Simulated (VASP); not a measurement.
**Zn: single point with PBE**

Crystal: Zn.

```
CELL_PARAMETERS angstrom
-1.56904 1.56904 1.56904
1.56904 -1.56904 1.56904
1.56904 1.56904 -1.56904
ATOMIC_POSITIONS crystal
Zn 0.00000 0.00000 0.00000
```

```yaml
Program: VASP 6.6.1
Task: single point
Functional: PBE
Potentials_or_basis: VASP PAW PBE potentials, release 64 (Zn)
Cutoff: 500 eV
k_mesh: 12 × 12 × 12
Occupations: gaussian, width 0.025 eV
Spin: no spin polarisation
Dipole_correction: no
Further_INCAR_settings: ALGO = Normal; EDIFF = 1e-06; NBANDS = 12
```

| Quantity | Value |
| --- | --- |
| Pressure | 0.1 GPa |
| Band gap on the k mesh | zero (band 6 reaches 7.27 eV, above the bottom of band 7 at 2.09 eV) |

Levels at points of the mesh, in eV from the Fermi level:
```
           k point  band 4  band 5  band 6  band 7  band 8  band 9
(0.00, 0.00, 0.00)   -7.70   -7.20   -7.20   19.02   19.02   19.02
(0.50, 0.00, 0.00)   -7.17   -6.87   -2.59   -0.94   11.33   12.72
(0.50, 0.50, 0.50)   -6.95   -6.95    4.24    4.24    4.24    7.50
```

Wall time 4.8 s on 1 thread of Intel(R) Xeon(R) 6975P-C (Granite Rapids), on a shared host, peak memory 0.13 GiB.
